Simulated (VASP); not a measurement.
**Ca: single point with PBE**

The system is Ca.

```
CELL_PARAMETERS angstrom
1.87787 -3.25256 0.00000
-5.63361 -3.25256 0.00000
0.00000 0.00000 -7.00329
ATOMIC_POSITIONS crystal
Ca 0.00000 0.00000 0.75000
Ca 0.00000 0.00000 0.25000
Ca 0.50000 0.50000 0.75000
Ca 0.50000 0.50000 0.25000
```

This isn't the form of Ca at room conditions, which is fcc.

- Program: VASP 6.6.1
- Task: single point
- Functional: PBE
- Potentials or basis: VASP PAW PBE potentials, release 64 (Ca_sv)
- Cutoff: 520 eV
- k mesh: 6 × 4 × 4
- Occupations: gaussian, width 0.2 eV
- Spin: no spin polarisation
- Dipole correction: no
- Further INCAR settings: ALGO = Fast; EDIFF = 1e-06; NBANDS = 28

```json
{
 "Pressure": "0.0 GPa",
 "Band gap on the k mesh": "zero (bands 20 and 21 overlap by 0.53 eV)"
}
```

Stress tensor (GPa, compression positive):
```
 0.11  0.18  0.00
 0.18 -0.09  0.00
 0.00  0.00 -0.02
```

Levels at points of the mesh, in eV from the Fermi level:
| k point | band 16 | band 17 | band 18 | band 19 | band 20 | band 21 | band 22 | band 23 | band 24 | band 25 |
| --- | --- | --- | --- | --- | --- | --- | --- | --- | --- | --- |
| (0.00, 0.00, 0.00) | -22.99 | -3.90 | -1.26 | -0.93 | -0.51 | -0.17 | -0.15 | 0.74 | 0.95 | 1.14 |
| (0.50, 0.00, 0.00) | -22.99 | -1.21 | -1.21 | 0.05 | 0.05 | 0.43 | 0.43 | 1.07 | 1.07 | 1.33 |
| (0.00, 0.50, 0.00) | -23.00 | -2.91 | -2.91 | -0.37 | -0.37 | -0.21 | -0.21 | 1.18 | 1.18 | 1.31 |
| (0.50, 0.50, 0.00) | -22.99 | -0.93 | -0.93 | -0.17 | -0.17 | -0.15 | -0.15 | 0.74 | 0.74 | 1.14 |
| (0.00, 0.00, 0.50) | -23.01 | -3.06 | -3.06 | -0.18 | -0.18 | -0.15 | -0.15 | 0.93 | 0.93 | 1.86 |
| (0.50, 0.00, 0.50) | -23.08 | -0.65 | -0.65 | -0.65 | -0.65 | 0.78 | 0.78 | 0.78 | 0.78 | 1.98 |
| (0.00, 0.50, 0.50) | -23.03 | -2.14 | -2.14 | -2.14 | -2.14 | 1.27 | 1.27 | 1.27 | 1.27 | 1.73 |
| (0.50, 0.50, 0.50) | -23.05 | -0.18 | -0.18 | -0.18 | -0.18 | -0.15 | -0.15 | -0.15 | -0.15 | 1.86 |

Run time: 2.4 min on 1 thread of Oxide Virtual Turin-like Processor, on a shared host, peak memory 0.29 GiB.
